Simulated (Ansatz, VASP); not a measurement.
# Two plane-wave programs on Bi2Se3

```xyz
5
Lattice="2.0715 1.1960 9.5453 -2.0715 1.1960 9.5453 0.0000 -2.3920 9.5453" Properties=species:S:1:pos:R:3 pbc="T T T"
Bi    0.0000    0.0000   17.1587
Bi    0.0000    0.0000   11.4773
Se    0.0000    0.0000   22.5738
Se    0.0000    0.0000    6.0622
Se    0.0000    0.0000    0.0000
```

Alike in both runs: functional PBE exchange alone; k mesh 8 × 8 × 8; occupations fermi-dirac, width 0.05 eV; no spin polarisation.

|  | VASP | Ansatz |
| --- | --- | --- |
| version | VASP 6.6.1 | Ansatz 0.2.0 |
| potentials or method | VASP PAW PBE potentials, release 64 (Bi_d, Se) | Ansatz PAW |
| plane-wave cutoff (eV) | 520 | 420 |
| valence electrons in the cell | 48 | 78 |
| task | single point | band structure |

|  | VASP | Ansatz | Ansatz less VASP |
| --- | --- | --- | --- |
| gap on the k mesh at the Fermi level (eV) | 0.29 | 0.29 | +0.004 |
| least direct gap on the mesh (eV) | 0.29 | 0.29 | +0.004 |
| pressure (GPa) | 12.0 | 11.9 | -0.08 |
| traceless stress, the component that is largest in VASP (GPa) | -0.24 | -0.24 | -0.001 |
| rms of the force components (eV/Å) | 0.244 | 0.236 | -0.0081 |

VASP's potentials were made for PBE, not for PBE exchange alone. Atom by atom the forces differ by 0.009 eV/Å (rms over components). VASP's potentials hold 48 valence electrons a cell and Ansatz's 78, so a difference there can come from the potentials and not from the codes.

Spin-orbit coupling is off throughout.
